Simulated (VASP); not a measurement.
# MgS (F-43m) in VASP: settings compared

The runs below take MgS through relaxation of cell and atoms, with PBEsol+D3(BJ), BLYP+D3(BJ), LDA.

Program: VASP 6.6.1. These are calculated values, not measurements. Logs are shortened: lines on timing, memory, paths and dates and some standing lists are left out, and cuts for length are marked.

## (1) The cell of the first run

It takes space group F-43m (No. 216, cubic). The conventional cell has a = 5.666 Å, b = 5.666 Å, c = 5.666 Å, α = 90.00°, β = 90.00°, γ = 90.00°. Within 3.2 Å of Mg (site symmetry -43m) lie 4 S at 2.45 Å. Within 3.2 Å of S (site symmetry -43m) lie 4 Mg at 2.45 Å.

## (2) Relaxation of cell and atoms, PBEsol+D3(BJ)

Input file INCAR:

```
PREC = Accurate ; ENCUT = 600
EDIFF = 1E-7 ; ISMEAR = 0
SIGMA = 0.01 ; LREAL = F
LASPH = T ; NELM = 100
ALGO = Normal ; ISIF = 3
LWAVE = F ; LCHARG = F
GGA = PS ; IVDW = 12
IBRION = 2 ; NSW = 80
EDIFFG = -0.03
```

Input file KPOINTS:

```
Automatic mesh
0
Gamma
  6 6 6
```

Input file POSCAR:

```
MgS
1.0
    0.0000000000      2.8331200000      2.8331200000
    2.8331200000      0.0000000000      2.8331200000
    2.8331200000      2.8331200000      0.0000000000
Mg S
1 1
Direct
    0.0000000000      0.0000000000      0.0000000000
    0.7500000000      0.7500000000      0.7500000000
```

Potentials or basis: VASP PAW PBE potentials, release 64 (Mg, S).

Launch:

```
> cat potpaw_PBE.64/Mg/POTCAR potpaw_PBE.64/S/POTCAR > POTCAR
> mpirun -np 1 vasp_std > vasp.out
```

OUTCAR:

```text
PREC = Accurate
   ENCUT = 600
   EDIFF = 1E-7
   ISMEAR = 0
   LREAL = F
   LASPH = T
   NELM = 100
   ISIF = 3
   GGA = PS
   IVDW = 12
   IBRION = 2
   NSW = 80
   EDIFFG = -0.03
 IVDW          = 12

 ion  position               nearest neighbor table
   1  0.000  0.000  0.000-   2 2.45   2 2.45   2 2.45   2 2.45
   2  0.750  0.750  0.750-   1 2.45   1 2.45   1 2.45   1 2.45

  LATTYP: Found a face centered cubic cell.
 ALAT       =     5.6662400000

  Lattice vectors:

 A1 = (   0.0000000000,   2.8331200000,   2.8331200000)
 A2 = (   2.8331200000,   0.0000000000,   2.8331200000)
 A3 = (   2.8331200000,   2.8331200000,   0.0000000000)

Analysis of symmetry for initial positions (statically):
=====================================================================
 Subroutine PRICEL returns:
 Original cell was already a primitive cell.

 Routine SETGRP: Setting up the symmetry group for a
 face centered cubic supercell.

 Subroutine GETGRP returns: Found 24 space group operations
 (whereof 24 operations were pure point group operations)
 out of a pool of 48 trial point group operations.

The static configuration has the point symmetry T_d .

Analysis of symmetry for dynamics (positions and initial velocities):
=====================================================================
 Subroutine PRICEL returns:
 Original cell was already a primitive cell.

 Routine SETGRP: Setting up the symmetry group for a
 face centered cubic supercell.

 Subroutine GETGRP returns: Found 24 space group operations
 (whereof 24 operations were pure point group operations)
 out of a pool of 48 trial point group operations.

The dynamic configuration has the point symmetry T_d .

 Subroutine INISYM returns: Found 24 space group operations
 (whereof 24 operations are pure point group operations),
 and found     1 'primitive' translations

----------------------------------------------------------------------------------------

                                     Primitive cell

  volume of cell :      45.4805

  direct lattice vectors                    reciprocal lattice vectors
     0.000000000  2.833120000  2.833120000    -0.176483876  0.176483876  0.176483876
     2.833120000  0.000000000  2.833120000     0.176483876 -0.176483876  0.176483876
     2.833120000  2.833120000  0.000000000     0.176483876  0.176483876 -0.176483876

  length of vectors
     4.006636728  4.006636728  4.006636728     0.305679041  0.305679041  0.305679041

  position of ions in fractional coordinates (direct lattice)
     0.000000000  0.000000000  0.000000000
     0.750000000  0.750000000  0.750000000

  ion indices of the primitive-cell ions
   primitive index   ion index
                 1           1
                 2           2

----------------------------------------------------------------------------------------

 KPOINTS: Automatic mesh

Automatic generation of k-mesh.
 Grid dimensions read from file:
 generate k-points for:    6    6    6

 Generating k-lattice:

  Cartesian coordinates                     Fractional coordinates (reciprocal lattice)
    -0.029413979  0.029413979  0.029413979     0.166666667  0.000000000  0.000000000
     0.029413979 -0.029413979  0.029413979     0.000000000  0.166666667  0.000000000
     0.029413979  0.029413979 -0.029413979     0.000000000  0.000000000  0.166666667

  Length of vectors
     0.050946507  0.050946507  0.050946507

  Shift w.r.t. Gamma in fractional coordinates (k-lattice)
     0.000000000  0.000000000  0.000000000

 Subroutine IBZKPT returns following result:
 ===========================================

 Found     16 irreducible k-points:

 Following reciprocal coordinates:
            Coordinates               Weight
  0.000000  0.000000  0.000000      1.000000
  0.166667  0.000000  0.000000      8.000000
  0.333333  0.000000  0.000000      8.000000
  0.500000  0.000000  0.000000      4.000000
  0.166667  0.166667  0.000000      6.000000
  0.333333  0.166667  0.000000     24.000000
[... 8 lines left out ...]
 -0.333333  0.333333  0.166667     24.000000
 -0.333333  0.500000  0.166667     12.000000
   k-points           NKPTS =     16   k-points in BZ     NKDIM =     16   number of bands    NBANDS=      8
   number of dos      NEDOS =    301   number of ions     NIONS =      2
   total plane-waves  NPLWV =  32768
   dimension x,y,z NGX =    32 NGY =   32 NGZ =   32
   dimension x,y,z NGXF=    64 NGYF=   64 NGZF=   64
   ions per type =               1   1
   NGX,Y,Z   is equivalent  to a cutoff of  13.28, 13.28, 13.28 a.u.
   NGXF,Y,Z  is equivalent  to a cutoff of  26.56, 26.56, 26.56 a.u.
 SYSTEM =  unknown system
   PREC   = accura    normal or accurate (medium, high low for compatibility)
   ISTART =      0    job   : 0-new  1-cont  2-samecut
   ICHARG =      2    charge: 1-file 2-atom 10-const
   ISPIN  =      1    spin polarized calculation?
   LNONCOLLINEAR =      F non collinear calculations
   LSORBIT =      F    spin-orbit coupling
   LASPH  =      T    aspherical Exc in radial PAW
   ENCUT  =  600.0 eV  44.10 Ry    6.64 a.u.   8.00  8.00  8.00*2*pi/ulx,y,z
   NELM   =    100;   NELMIN=  2; NELMDL= -5     # of ELM steps
   EDIFF  = 0.1E-06   stopping-criterion for ELM
   LREAL  =      F    real-space projection
   EDIFFG = -.3E-01   stopping-criterion for IOM
   NSW    =     80    number of steps for IOM
   IBRION =      2    ionic relax: 0-MD 1-quasi-New 2-CG
   NFREE  =      1    steps in history (QN), initial steepest desc. (CG)
   ISIF   =      3    stress and relaxation
   ISYM   =      2    0-nonsym 1-usesym 2-fastsym
   POTIM  = 0.5000    time-step for ionic-motion
   TEBEG  =    0.0;   TEEND  =   0.0 temperature during run
   PSTRESS=    0.0 pullay stress
   NELECT =       8.0000    total number of electrons
   NUPDOWN=      -1.0000    fix difference up-down
   EMIN   =  10.00;   EMAX   =-10.00  energy-range for DOS
   EFERMI =   0.00;   METHOD = LEGACY
   ISMEAR =     0;   SIGMA  =   0.01  broadening in eV -4-tet -1-fermi 0-gaus
   EFERMI_NEDOS =   21; number of points for ismear=-14 and -15
   IALGO  =     38    algorithm
   IMIX   =      4    mixing-type and parameters
     AMIX     =   0.40;   BMIX     =  1.00
     AMIX_MAG =   1.60;   BMIX_MAG =  1.00
  volume/ion in A,a.u.               =      22.74       153.46
  Fermi-wavevector in a.u.,A,eV,Ry     =   0.917269  1.733386 11.447693  0.841382
  Thomas-Fermi vector in A             =   2.042218
   LORBIT       =      0    0 simple, 1 ext, 2 COOP (PROOUT), +10 PAW based schemes
   GGA     = PS    functional components
   LHFCALC =     F    Hartree Fock is set to
   AEXX    =    0.0000 exact exchange contribution
   IVDW    =    12    specifies the selected vdW correction
   LEPSILON=     F    determine dielectric tensor
   LRPA    =     F    only Hartree local field effects (RPA)
 conjugate gradient relaxation of ions
 non-spin polarized calculation
 Gauss-broadening in eV      SIGMA  =   0.01
  energy-cutoff  :      600.00
  volume of cell :       45.48
 maximum number of plane-waves:      1527
   NGX = 17   NGY = 17   NGZ = 17

--------------------------------------- Ionic step        1  -------------------------------------------

 number of electron       8.0000000 magnetization

 Free energy of the ion-electron system (eV)
  ---------------------------------------------------
  ext. energy  EPLUGINS =         0.00000000
  ---------------------------------------------------
  free energy    TOTEN  =        -8.91686917 eV

  energy without entropy =       -8.91686917  energy(sigma->0) =       -8.91686917

------------------------ aborting loop because EDIFF is reached ----------------------------------------

 Edisp (eV)   -0.46983

 E8    (eV) :    -0.2936

  FORCE on cell =-STRESS in cart. coord.  units (eV):
  Direction    XX          YY          ZZ          XY          YZ          ZX
  --------------------------------------------------------------------------------------
  -------------------------------------------------------------------------------------
  Total      -0.60878    -0.60878    -0.60878    -0.00000     0.00000    -0.00000
  in kB     -21.44605   -21.44605   -21.44605    -0.00000     0.00000    -0.00000
  external pressure =      -21.45 kB  Pullay stress =        0.00 kB

 VOLUME and BASIS-vectors are now :
 -----------------------------------------------------------------------------
  energy-cutoff  :      600.00
  volume of cell :       45.48
      direct lattice vectors                 reciprocal lattice vectors
     0.000000000  2.833120000  2.833120000    -0.176483876  0.176483876  0.176483876
     2.833120000  0.000000000  2.833120000     0.176483876 -0.176483876  0.176483876
     2.833120000  2.833120000  0.000000000     0.176483876  0.176483876 -0.176483876
[... 41 lines left out ...]
 POSITION                                       TOTAL-FORCE (eV/Angst)
 -----------------------------------------------------------------------------------
      5.58303      5.58303      5.58303         0.000000      0.000000      0.000000
      4.18728      4.18728      4.18728        -0.000000     -0.000000     -0.000000
 -----------------------------------------------------------------------------------
    total drift:                               -0.000000     -0.000000     -0.000000

  FREE ENERGIE OF THE ION-ELECTRON SYSTEM (eV)
  ---------------------------------------------------
  free  energy   TOTEN  =        -9.3977907231 eV

  energy  without entropy=       -9.3977907231  energy(sigma->0) =       -9.39779072

--------------------------------------- Ionic step        3  -------------------------------------------

 number of electron       7.9999999 magnetization

 Free energy of the ion-electron system (eV)
  ---------------------------------------------------
  ext. energy  EPLUGINS =         0.00000000
  ---------------------------------------------------
  free energy    TOTEN  =        -8.91065138 eV

  energy without entropy =       -8.91065138  energy(sigma->0) =       -8.91065138

 E-fermi :   1.3256     XC(G=0):  -8.7124

 val. band max:        1.2242387132   @ k =   0.0000   0.0000   0.0000
 cond. band min:       4.6925664106   @ k =   0.0000   0.0000   0.0000
 fundamental gap:      3.4683276974
 Fermi energy:         1.3256440904

 k-point     1 :       0.0000    0.0000    0.0000
  band No.  band energies     occupation
      1     -10.1644      2.00000
      2       1.2242      2.00000
      3       1.2242      2.00000
      4       1.2242      2.00000
      5       4.6926      0.00000
      6       9.1853      0.00000
      7       9.1853      0.00000
      8       9.1853      0.00000

 k-point     2 :       0.1667    0.0000    0.0000
  band No.  band energies     occupation
      1     -10.0000      2.00000
      2       0.0957      2.00000
      3       1.1302      2.00000
      4       1.1302      2.00000
      5       5.7207      0.00000
      6       8.9447      0.00000
      7       9.4439      0.00000
      8       9.4439      0.00000
[... 178 lines left out ...]
 POSITION                                       TOTAL-FORCE (eV/Angst)
 -----------------------------------------------------------------------------------
      0.00000      0.00000      0.00000        -0.000000      0.000000      0.000000
      4.19713      4.19713      4.19713         0.000000     -0.000000     -0.000000
 -----------------------------------------------------------------------------------
    total drift:                                0.000000      0.000000      0.000000

  FREE ENERGIE OF THE ION-ELECTRON SYSTEM (eV)
  ---------------------------------------------------
  free  energy   TOTEN  =        -9.3982195846 eV

  energy  without entropy=       -9.3982195846  energy(sigma->0) =       -9.39821958

 reached required accuracy - stopping structural energy minimisation
```

It took 20 s on 1 thread of Intel Xeon 6975P-C, shared host; peak memory 0.19 GiB.

What came out:

```yaml
Free_energy: -9.3982 eV
Relaxed_volume: 21.91 Å³/atom
Relaxed_cell: a = 3.957 Å, b = 3.957 Å, c = 3.957 Å, α = 60.00°, β = 60.00°, γ = 60.00°
Space_group_after_relaxing_to_0.05_Å: F-43m (No. 216)
Energy_gained_by_relaxing: 5.8 meV/atom
Ionic_steps: 3
Pressure_after_relaxing: 0.0 GPa
Band_gap_on_the_k_mesh: 3.47 eV, direct
Dispersion_energy_per_atom: -0.244 eV
```

The path:
```tsv
step	energy change (eV)	largest force (eV/Å)	pressure (GPa)	volume (Å³)
1	0.0000	0.0000	-2.14	45.48
2	-0.0111	0.0000	0.45	43.51
3	-0.0115	0.0000	0.00	43.81
```

Final structure:
```cif
data_structure
_symmetry_space_group_name_H-M 'P 1'
_symmetry_Int_Tables_number 1
_cell_length_a 3.9571
_cell_length_b 3.9571
_cell_length_c 3.9571
_cell_angle_alpha 60.000
_cell_angle_beta 60.000
_cell_angle_gamma 60.000
_cell_volume 43.81
loop_
_atom_site_label
_atom_site_type_symbol
_atom_site_fract_x
_atom_site_fract_y
_atom_site_fract_z
_atom_site_occupancy
Mg1 Mg 0.00000 0.00000 0.00000 1
S1 S 0.75000 0.75000 0.75000 1
```

Caveat: the PAW data sets were made with another functional, which shifts forces and pressure a little.

[end of part 1 of 2]
